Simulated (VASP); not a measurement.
# Tc (P6_3/mmc) in VASP: further runs

Tc is run at these levels: r2SCAN; tasks: electric field gradients.

Program: VASP 6.6.1. These are calculated values, not measurements. Logs are shortened: lines on timing, memory, paths and dates and some standing lists are left out, and cuts for length are marked.

**1. The cell of the first run**

The structure is hexagonal, space group P6_3/mmc (No. 194). Conventional cell: a = 2.737 Å, b = 2.737 Å, c = 4.378 Å, α = 90.00°, β = 90.00°, γ = 120.00°. Within 3.6 Å of Tc (site symmetry -6m2) lie 12 Tc at 2.70 to 2.74 Å.

**2. Electric field gradients, r2SCAN**

Contents of POSCAR:

```
Tc
1.0
    2.7365221524      0.0000000000      0.0000000000
   -1.3682610762      2.3698977020      0.0000000000
    0.0000000000      0.0000000000      4.3780458940
Tc
2
Direct
    0.3333333333      0.6666666667      0.2500000000
    0.6666666667      0.3333333333      0.7500000000
```

Contents of INCAR.step1:

```
SYSTEM = Tc
ALGO = Normal ; EDIFF = 1E-4
ENCUT = 520 ; GGA = PE
ISMEAR = 0 ; LASPH = .True.
LCHARG = .False. ; LREAL = .False.
LWAVE = .True. ; NBANDS = 20
NELM = 80 ; PREC = Accurate
SIGMA = 0.05
```

Contents of INCAR.step2:

```
SYSTEM = Tc
ALGO = Normal ; EDIFF = 1E-8
ENCUT = 520 ; ISIF = 2
ISMEAR = 0 ; ISTART = 1
LASPH = .True. ; LCHARG = .False.
LEFG = .True. ; LMIXTAU = .True.
LREAL = .False. ; LWAVE = .False.
METAGGA = R2SCAN ; NBANDS = 20
NELM = 80 ; PREC = Accurate
SIGMA = 0.05
```

Contents of KPOINTS:

```
k-points
0
Gamma
  18 18 10
  0 0 0
```

Potentials or basis: VASP PAW PBE potentials, release 64 (Tc_pv).

Started as:

```console
$ cat potpaw_PBE.64/Tc_pv/POTCAR > POTCAR
$ cp INCAR.step1 INCAR
$ mpirun -np 1 vasp_std > vasp.out
$ cp INCAR.step2 INCAR
$ mpirun -np 1 vasp_std > vasp.out
```

OUTCAR:

```text
SYSTEM = Tc
   EDIFF = 1E-8
   ENCUT = 520
   ISIF = 2
   ISMEAR = 0
   ISTART = 1
   LASPH = .True.
   LREAL = .False.
   METAGGA = R2SCAN
   NELM = 80
   PREC = Accurate

 ion  position               nearest neighbor table
   1  0.333  0.667  0.250-   2 2.70   2 2.70   2 2.70   2 2.70   2 2.70   2 2.70
   2  0.667  0.333  0.750-   1 2.70   1 2.70   1 2.70   1 2.70   1 2.70   1 2.70

  LATTYP: Found a hexagonal cell.
 ALAT       =     2.7365221524
 C/A-ratio  =     1.5998576478

  Lattice vectors:

 A1 = (   2.7365221524,   0.0000000000,   0.0000000000)
 A2 = (  -1.3682610762,   2.3698977020,   0.0000000000)
 A3 = (   0.0000000000,   0.0000000000,   4.3780458940)

Analysis of symmetry for initial positions (statically):
=====================================================================
 Subroutine PRICEL returns:
 Original cell was already a primitive cell.

 Routine SETGRP: Setting up the symmetry group for a
 hexagonal supercell.

 Subroutine GETGRP returns: Found 24 space group operations
 (whereof 12 operations were pure point group operations)
 out of a pool of 24 trial point group operations.

The static configuration has the point symmetry D_3d.
 The point group associated with its full space group is D_6h.

Analysis of symmetry for dynamics (positions and initial velocities):
=====================================================================
 Subroutine PRICEL returns:
 Original cell was already a primitive cell.

 Routine SETGRP: Setting up the symmetry group for a
 hexagonal supercell.

 Subroutine GETGRP returns: Found 24 space group operations
 (whereof 12 operations were pure point group operations)
 out of a pool of 24 trial point group operations.

The dynamic configuration has the point symmetry D_3d.
 The point group associated with its full space group is D_6h.

 Subroutine INISYM returns: Found 24 space group operations
 (whereof 12 operations are pure point group operations),
 and found     1 'primitive' translations

----------------------------------------------------------------------------------------

                                     Primitive cell

  volume of cell :      28.3928

  direct lattice vectors                    reciprocal lattice vectors
     2.736522152  0.000000000  0.000000000     0.365427336  0.210979571  0.000000000
    -1.368261076  2.369897702  0.000000000     0.000000000  0.421959142  0.000000000
     0.000000000  0.000000000  4.378045894     0.000000000  0.000000000  0.228412407

  length of vectors
     2.736522152  2.736522152  4.378045894     0.421959142  0.421959142  0.228412407

  position of ions in fractional coordinates (direct lattice)
     0.333333333  0.666666667  0.250000000
     0.666666667  0.333333333  0.750000000

  ion indices of the primitive-cell ions
   primitive index   ion index
                 1           1
                 2           2

----------------------------------------------------------------------------------------

 KPOINTS: k-points

Automatic generation of k-mesh.
 Grid dimensions read from file:
 generate k-points for:   18   18   10

 Generating k-lattice:

  Cartesian coordinates                     Fractional coordinates (reciprocal lattice)
     0.020301519  0.011721087  0.000000000     0.055555556  0.000000000  0.000000000
     0.000000000  0.023442175  0.000000000     0.000000000  0.055555556  0.000000000
     0.000000000  0.000000000  0.022841241     0.000000000  0.000000000  0.100000000

  Length of vectors
     0.023442175  0.023442175  0.022841241

  Shift w.r.t. Gamma in fractional coordinates (k-lattice)
     0.000000000  0.000000000  0.000000000

 Subroutine IBZKPT returns following result:
 ===========================================

 Found    222 irreducible k-points:

 Following reciprocal coordinates:
            Coordinates               Weight
  0.000000  0.000000  0.000000      1.000000
  0.055556  0.000000  0.000000      6.000000
  0.111111  0.000000  0.000000      6.000000
  0.166667  0.000000  0.000000      6.000000
  0.222222  0.000000  0.000000      6.000000
  0.277778  0.000000  0.000000      6.000000
[... 16 lines left out ...]
  0.333333  0.111111  0.000000     12.000000
  0.388889  0.111111  0.000000     12.000000
 [... further k-points ...]
   k-points           NKPTS =    222   k-points in BZ     NKDIM =    222   number of bands    NBANDS=     20
   number of dos      NEDOS =    301   number of ions     NIONS =      2
   total plane-waves  NPLWV =  14400
   dimension x,y,z NGX =    20 NGY =   20 NGZ =   36
   dimension x,y,z NGXF=    40 NGYF=   40 NGZF=   72
   ions per type =               2
   NGX,Y,Z   is equivalent  to a cutoff of  12.15, 12.15, 13.67 a.u.
   NGXF,Y,Z  is equivalent  to a cutoff of  24.30, 24.30, 27.34 a.u.
 SYSTEM =  Tc
   PREC   = accura    normal or accurate (medium, high low for compatibility)
   ISTART =      1    job   : 0-new  1-cont  2-samecut
   ICHARG =      0    charge: 1-file 2-atom 10-const
   ISPIN  =      1    spin polarized calculation?
   LNONCOLLINEAR =      F non collinear calculations
   LSORBIT =      F    spin-orbit coupling
   LASPH  =      T    aspherical Exc in radial PAW
   ENCUT  =  520.0 eV  38.22 Ry    6.18 a.u.   5.09  5.09  8.14*2*pi/ulx,y,z
   NELM   =     80;   NELMIN=  2; NELMDL=  0     # of ELM steps
   EDIFF  = 0.1E-07   stopping-criterion for ELM
   LREAL  =      F    real-space projection
   EDIFFG = 0.1E-06   stopping-criterion for IOM
   NSW    =      0    number of steps for IOM
   IBRION =     -1    ionic relax: 0-MD 1-quasi-New 2-CG
   NFREE  =      0    steps in history (QN), initial steepest desc. (CG)
   ISIF   =      2    stress and relaxation
   ISYM   =      2    0-nonsym 1-usesym 2-fastsym
   POTIM  = 0.5000    time-step for ionic-motion
   TEBEG  =    0.0;   TEEND  =   0.0 temperature during run
   PSTRESS=    0.0 pullay stress
   NELECT =      26.0000    total number of electrons
   NUPDOWN=      -1.0000    fix difference up-down
   EMIN   =  10.00;   EMAX   =-10.00  energy-range for DOS
   EFERMI =   0.00;   METHOD = LEGACY
   ISMEAR =     0;   SIGMA  =   0.05  broadening in eV -4-tet -1-fermi 0-gaus
   EFERMI_NEDOS =   21; number of points for ismear=-14 and -15
   IALGO  =     38    algorithm
   IMIX   =      4    mixing-type and parameters
     AMIX     =   0.40;   BMIX     =  1.00
     AMIX_MAG =   1.60;   BMIX_MAG =  1.00
  volume/ion in A,a.u.               =      14.20        95.80
  Fermi-wavevector in a.u.,A,eV,Ry     =   1.589753  3.004198 34.386203  2.527315
  Thomas-Fermi vector in A             =   2.688554
   LORBIT       =      0    0 simple, 1 ext, 2 COOP (PROOUT), +10 PAW based schemes
   METAGGA = R2SCAN    functional components
   LHFCALC =     F    Hartree Fock is set to
   AEXX    =    0.0000 exact exchange contribution
   IVDW    =     0    specifies the selected vdW correction
   LEPSILON=     F    determine dielectric tensor
   LRPA    =     F    only Hartree local field effects (RPA)
 non-spin polarized calculation
 Gauss-broadening in eV      SIGMA  =   0.05
  energy-cutoff  :      520.00
  volume of cell :       28.39
 maximum number of plane-waves:       782
   NGX = 11   NGY = 11   NGZ = 17

 number of electron      26.0000000 magnetization

 Free energy of the ion-electron system (eV)
  ---------------------------------------------------
  ext. energy  EPLUGINS =         0.00000000
  ---------------------------------------------------
  free energy    TOTEN  =       -51.93744870 eV

  energy without entropy =      -51.93528921  energy(sigma->0) =      -51.93636896

 E-fermi :  12.6757     XC(G=0): -15.1691

 val. band max:       12.6743298786   @ k =   0.1111   0.1111   0.0000
 cond. band min:      12.6827704498   @ k =   0.2222   0.0556   0.4000
 fundamental gap:      0.0084405713
 Fermi energy:        12.6757122061

 k-point     1 :       0.0000    0.0000    0.0000
  band No.  band energies     occupation
      1     -28.1078      2.00000
      2     -26.8822      2.00000
      3     -26.8822      2.00000
      4     -26.6751      2.00000
      5     -26.6751      2.00000
      6     -26.6261      2.00000
[... 12 lines left out ...]
     19      24.4821      0.00000
     20      27.6507      0.00000
[... 507 lines left out ...]
 k-point    24 :       0.3889    0.1111    0.0000
  band No.  band energies     occupation
      1     -27.8552      2.00000
      2     -27.6183      2.00000
      3     -27.4725      2.00000
      4     -27.2467      2.00000
      5     -26.9897      2.00000
      6     -26.9150      2.00000
[... 12 lines left out ...]
     19      24.9575      0.00000
     20      25.6555      0.00000

 [... further k-points ...]

------------------------ aborting loop because EDIFF is reached ----------------------------------------

  FORCE on cell =-STRESS in cart. coord.  units (eV):
  Direction    XX          YY          ZZ          XY          YZ          ZX
  --------------------------------------------------------------------------------------
  -------------------------------------------------------------------------------------
  Total        0.0801944      0.0801944      0.1195096      0.0000000     -0.0000000      0.0000000
  in kB        4.5252817      4.5252817      6.7437972      0.0000000     -0.0000000      0.0000000
  external PRESSURE =       5.2647869 kB  Pullay stress =       0.0000000 kB

 VOLUME and BASIS-vectors are now :
 -----------------------------------------------------------------------------
  energy-cutoff  :      520.00
  volume of cell :       28.39
      direct lattice vectors                 reciprocal lattice vectors
     2.736522152  0.000000000  0.000000000     0.365427336  0.210979571  0.000000000
    -1.368261076  2.369897702  0.000000000     0.000000000  0.421959142  0.000000000
     0.000000000  0.000000000  4.378045894     0.000000000  0.000000000  0.228412407

 POSITION                                       TOTAL-FORCE (eV/Angst)
 -----------------------------------------------------------------------------------
     -0.00000      1.57993      1.09451        -0.000000     -0.000000      0.000000
      1.36826      0.78997      3.28353         0.000000      0.000000      0.000000
 -----------------------------------------------------------------------------------
    total drift:                               -0.000000      0.000000     -0.000000

  FREE ENERGIE OF THE ION-ELECTRON SYSTEM (eV)
  ---------------------------------------------------
  free  energy   TOTEN  =       -51.9374487033 eV

  energy  without entropy=      -51.9352892117  energy(sigma->0) =      -51.93636896

 Electric field gradients (V/A^2)
---------------------------------------------------------------------
 ion       V_xx      V_yy      V_zz      V_xy      V_xz      V_yz
---------------------------------------------------------------------
   1       8.879     8.881   -17.760     0.001     0.000    -0.000
   2       8.879     8.881   -17.760     0.001    -0.000     0.000
---------------------------------------------------------------------

 Electric field gradients after diagonalization (V/A^2)
 (convention: |V_zz| > |V_xx| > |V_yy|)
----------------------------------------------------------------------
 ion       V_xx      V_yy      V_zz     asymmetry (V_yy - V_xx)/ V_zz
----------------------------------------------------------------------
   1       8.882     8.878   -17.760       0.000
   2       8.882     8.878   -17.760       0.000
----------------------------------------------------------------------

           NMR quadrupolar parameters

 Cq : quadrupolar parameter    Cq=e*Q*V_zz/h
 eta: asymmetry parameters     (V_yy - V_xx)/ V_zz
 Q  : nuclear electric quadrupole moment in mb (millibarn)
----------------------------------------------------------------------
 ion       Cq(MHz)       eta       Q (mb)
----------------------------------------------------------------------
   1      -0.043       0.000       1.000
   2      -0.043       0.000       1.000
----------------------------------------------------------------------
```

Run time: 3.4 min. Hardware: 1 thread of Intel Xeon 6975P-C (Granite Rapids), shared host; peak memory 0.22 GiB.

Results:

| Quantity | Value |
| --- | --- |
| Free energy | -51.9374 eV |
| Pressure | 0.5 GPa |
| Band gap on the k mesh | zero (bands 13 and 14 overlap by 3.60 eV) |
| Largest electric field gradient by atom | Tc -17.8 V/Å² |

Stress tensor (GPa, compression positive):
```
0.45 0.00 0.00
0.00 0.45 0.00
0.00 0.00 0.67
```

Electric field gradients, principal values (V/Å²):
| atom | least | middle | greatest (by size) |
| --- | --- | --- | --- |
| 1 Tc | 8.878 | 8.882 | -17.760 |
| 2 Tc | 8.878 | 8.882 | -17.760 |

Caveat: without QUAD_EFG the Cq values of the log hold for a quadrupole moment of 1 mb, not for the nuclei; the PAW data sets were made with another functional, which shifts forces and pressure a little.

**3. Electric field gradients, r2SCAN**

This run uses another cell than the first one, of 14.30 Å³/atom.

Contents of POSCAR:

```
Tc
1.0
    2.7400000000      0.0000000000      0.0000000000
   -1.3700000000      2.3729096064      0.0000000000
    0.0000000000      0.0000000000      4.3980000000
Tc
2
Direct
    0.3333333333      0.6666666667      0.2500000000
    0.6666666667      0.3333333333      0.7500000000
```

Contents of INCAR.step1:

```
SYSTEM = Tc
  PREC = Accurate
  ENCUT = 520
  ISMEAR = 0
  SIGMA = 0.05
  LREAL = .False.
  LASPH = .True.
  NELM = 60
  NBANDS = 20
  GGA = PE
  ALGO = Normal
  EDIFF = 1E-4
  LWAVE = .True.
  LCHARG = .False.
```

Contents of INCAR.step2:

```
SYSTEM = Tc
  PREC = Accurate
  ENCUT = 520
  EDIFF = 1E-8
  ISMEAR = 0
  SIGMA = 0.05
  LREAL = .False.
  LASPH = .True.
  NELM = 60
  ALGO = Normal
  ISIF = 2
  LWAVE = .False.
  LCHARG = .False.
  METAGGA = R2SCAN
  LMIXTAU = .True.
  LEFG = .True.
  NBANDS = 20
  ISTART = 1
```

Contents of KPOINTS:

```
Automatic mesh
0
Gamma
  18 18 10
  0 0 0
```

Potentials or basis: VASP PAW PBE potentials, release 64 (Tc_pv).

Started as:

```console
$ cat potpaw_PBE.64/Tc_pv/POTCAR > POTCAR
$ cp INCAR.step1 INCAR
$ mpirun -np 1 vasp_std > vasp.out
$ cp INCAR.step2 INCAR
$ mpirun -np 1 vasp_std > vasp.out
```

OUTCAR:

```text
SYSTEM = Tc
   PREC = Accurate
   ENCUT = 520
   EDIFF = 1E-8
   ISMEAR = 0
   LREAL = .False.
   LASPH = .True.
   NELM = 60
   ISIF = 2
   METAGGA = R2SCAN
   ISTART = 1

 ion  position               nearest neighbor table
   1  0.333  0.667  0.250-   2 2.71   2 2.71   2 2.71   2 2.71   2 2.71   2 2.71
   2  0.667  0.333  0.750-   1 2.71   1 2.71   1 2.71   1 2.71   1 2.71   1 2.71

  LATTYP: Found a hexagonal cell.
 ALAT       =     2.7400000000
 C/A-ratio  =     1.6051094891

  Lattice vectors:

 A1 = (   2.7400000000,   0.0000000000,   0.0000000000)
 A2 = (  -1.3700000000,   2.3729096064,   0.0000000000)
[... 767 lines left out ...]
  free  energy   TOTEN  =       -51.9369451774 eV

  energy  without entropy=      -51.9347353929  energy(sigma->0) =      -51.93584029

 Electric field gradients (V/A^2)
---------------------------------------------------------------------
 ion       V_xx      V_yy      V_zz      V_xy      V_xz      V_yz
---------------------------------------------------------------------
   1       8.225     8.227   -16.453     0.001     0.000    -0.000
   2       8.225     8.227   -16.453     0.001    -0.000     0.000
---------------------------------------------------------------------

 Electric field gradients after diagonalization (V/A^2)
 (convention: |V_zz| > |V_xx| > |V_yy|)
----------------------------------------------------------------------
 ion       V_xx      V_yy      V_zz     asymmetry (V_yy - V_xx)/ V_zz
----------------------------------------------------------------------
   1       8.228     8.225   -16.453       0.000
   2       8.228     8.225   -16.453       0.000
----------------------------------------------------------------------

           NMR quadrupolar parameters

 Cq : quadrupolar parameter    Cq=e*Q*V_zz/h
 eta: asymmetry parameters     (V_yy - V_xx)/ V_zz
 Q  : nuclear electric quadrupole moment in mb (millibarn)
----------------------------------------------------------------------
 ion       Cq(MHz)       eta       Q (mb)
----------------------------------------------------------------------
   1      -0.040       0.000       1.000
   2      -0.040       0.000       1.000
----------------------------------------------------------------------
```

OUTCAR.step1:

```text
SYSTEM = Tc
   PREC = Accurate
   ENCUT = 520
   ISMEAR = 0
   LREAL = .False.
   LASPH = .True.
[... 776 lines left out ...]
     -0.00000      1.58194      1.09950         0.000000     -0.000000      0.000000
      1.37000      0.79097      3.29850        -0.000000      0.000000      0.000000
 -----------------------------------------------------------------------------------
    total drift:                               -0.000000      0.000000     -0.000000

  FREE ENERGIE OF THE ION-ELECTRON SYSTEM (eV)
  ---------------------------------------------------
  free  energy   TOTEN  =       -20.7026292586 eV

  energy  without entropy=      -20.7003828004  energy(sigma->0) =      -20.70150603
```

Run time: 3.1 min. Hardware: 1 thread of Intel Xeon 6975P-C (Granite Rapids), shared host; peak memory 0.22 GiB.

Results:

```
Free energy                             : -51.9369 eV
Pressure                                : -1.7 GPa
Band gap on the k mesh                  : zero (bands 13 and 14 overlap by 3.55 eV)
Largest electric field gradient by atom : Tc -16.5 V/Å²
```

Electric field gradients, principal values (V/Å²):
```
atom  least  middle  greatest (by size)
1 Tc  8.225   8.228             -16.453
2 Tc  8.225   8.228             -16.453
```

Caveat: without QUAD_EFG the Cq values of the log hold for a quadrupole moment of 1 mb, not for the nuclei; the PAW data sets were made with another functional, which shifts forces and pressure a little.
